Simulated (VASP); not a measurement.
Input of a VASP 6.6.1 run:

Contents of INCAR:

```
SYSTEM = CsGe3
ALGO = Normal
EDIFF = 1E-6
ENCUT = 520
GGA = PE
ISIF = 2
ISMEAR = 0
LASPH = .TRUE.
LCHARG = .FALSE.
LREAL = .FALSE.
LWAVE = .FALSE.
NBANDS = 34
NELM = 80
PREC = Accurate
SIGMA = 0.1
```

The input KPOINTS:

```
k-points
0
G
  8 8 8
  0 0 0
```

POSCAR

```
CsGe3
1.0
    6.0898249064      0.0000000000      0.0000000000
    0.0000000000      6.0898249064      0.0000000000
    0.0000000000      0.0000000000      6.0898249064
Cs Ge
1 3
Direct
    0.5000000000      0.5000000000      0.5000000000
    0.0000000000      0.5000000000      0.5000000000
    0.5000000000      0.0000000000      0.5000000000
    0.5000000000      0.5000000000      0.0000000000
```

Potentials or basis: VASP PAW PBE potentials, release 64 (Cs_sv, Ge_d).

Command:

```console
$ cat potpaw_PBE.64/Cs_sv/POTCAR potpaw_PBE.64/Ge_d/POTCAR > POTCAR
$ mpirun -np 1 vasp_std > vasp.out
```

Question: Predict the band gap on the k mesh.

Answer: Zero (an odd number of electrons rules out a gap without spin polarisation).

Question: Predict the pressure.

Answer: 0.1 GPa.

Caveat: spin-orbit coupling is left out, which moves the levels of the heavy elements; an odd number of electrons without spin polarisation forces a metal; a magnetic or distorted state may lie lower.
